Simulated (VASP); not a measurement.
Write the native input for VASP 6.6.1 that does the following.

```
Task                   : single point
Functional             : PBEsol
Potentials or basis    : VASP PAW PBE potentials, release 64 (K_sv, Cl)
Cutoff                 : 520 eV
k mesh                 : 7 × 7 × 7
Occupations            : fermi-dirac, width 0.03 eV
Spin                   : no spin polarisation
Dipole correction      : no
Further INCAR settings : ALGO = Normal; EDIFF = 1e-06; NBANDS = 15
```

The structure of KCl lies in POSCAR:

```
KCl
1.0
    0.0000000000      3.1561000000      3.2192220000
    3.1561000000      0.0000000000      3.2192220000
    3.1561000000      3.1561000000      0.0000000000
K Cl
1 1
Direct
    0.0000000000      0.0000000000      0.0000000000
    0.5000000000      0.5000000000      0.5000000000
```

This cell differs from its parent crystal: zz strain of +2 %.

The input as run:

INCAR

```
SYSTEM = KCl
PREC     = Accurate       ! precision mode
ENCUT    = 520            ! plane-wave cutoff, eV
EDIFF    = 1E-6           ! SCF threshold, eV
ISMEAR   = -1             ! smearing method
SIGMA    = 0.03           ! smearing width, eV
LREAL    = .False.        ! projectors in reciprocal space
LASPH    = .True.         ! aspherical terms in the spheres
NELM     = 60             ! most SCF steps
ALGO     = Normal         ! electronic algorithm
ISIF     = 2              ! what is computed and relaxed
LWAVE    = .False.        ! write WAVECAR
LCHARG   = .False.        ! write CHGCAR
GGA      = PS             ! functional
NBANDS   = 15             ! bands
```

KPOINTS

```
regular mesh
0
Gamma
  7 7 7
  0 0 0
```

Potentials or basis: VASP PAW PBE potentials, release 64 (K_sv, Cl).

Launch:

```console
$ cat potpaw_PBE.64/K_sv/POTCAR potpaw_PBE.64/Cl/POTCAR > POTCAR
$ mpirun -np 1 vasp_std > vasp.out
```

Results of the run:

```
Pressure               : -0.8 GPa
Band gap on the k mesh : 4.93 eV
```

Caveat: the cell differs from its parent crystal (zz strain of +2 %); the PAW data sets were made with another functional, which shifts forces and pressure a little; an odd mesh through Γ misses points on the zone boundary, where band edges can lie.

Run time: 40 s on 1 thread of Intel Xeon 8259CL, on a shared host, peak memory 0.22 GiB.
